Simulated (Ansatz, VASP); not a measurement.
ScGa3P2 in VASP and in Ansatz

```xyz
12
Lattice="3.6625 0.0000 0.0000 0.7739 7.4469 0.0000 1.6587 2.5738 8.2452" Properties=species:S:1:pos:R:3 pbc="T T T"
Sc    2.1607    6.0497    8.0689
Sc    3.5299    0.2219    0.1675
Ga    2.4323    2.1903    1.9541
Ga    2.2876    5.6674    1.2683
Ga    2.1433    3.5027    4.0642
Ga    3.4132    7.0409    4.2326
Ga    3.5940    4.1246    6.4978
Ga    4.0567    8.0344    6.9037
P     4.1324    4.4143    2.2743
P     1.5508    7.8084    2.6225
P     1.7762    5.4775    5.4790
P     1.4442    1.8689    5.9382
```

Change from the starting cell: the structure that the rattled cell fell into.

Alike in both runs: task single point; functional PBE; k mesh 6 × 4 × 2; occupations gaussian, width 0.1 eV; no spin polarisation.

|  | VASP | Ansatz |
| --- | --- | --- |
| version | VASP 6.6.1 | Ansatz 0.2.0 |
| potentials or method | VASP PAW PBE potentials, release 64 (Sc_sv, Ga_d, P), cutoff 500 eV | scalar-relativistic, plane waves, PAW |
| valence electrons in the cell | 120 | 120 |

```tsv
	VASP	Ansatz	Ansatz less VASP
gap on the k mesh at the Fermi level (eV)	none	none	-
pressure (GPa)	0.7	0.6	-0.10
traceless stress, the component that is largest in VASP (GPa)	1.39	1.38	-0.007
rms of the force components (eV/Å)	0.149	0.148	-0.0010
```

Atom by atom the forces differ by 0.005 eV/Å (rms over components). A gap of «none» marks a metal or a gap that the smearing closes.

The k mesh is coarse, so the values compare programs but aren't converged.
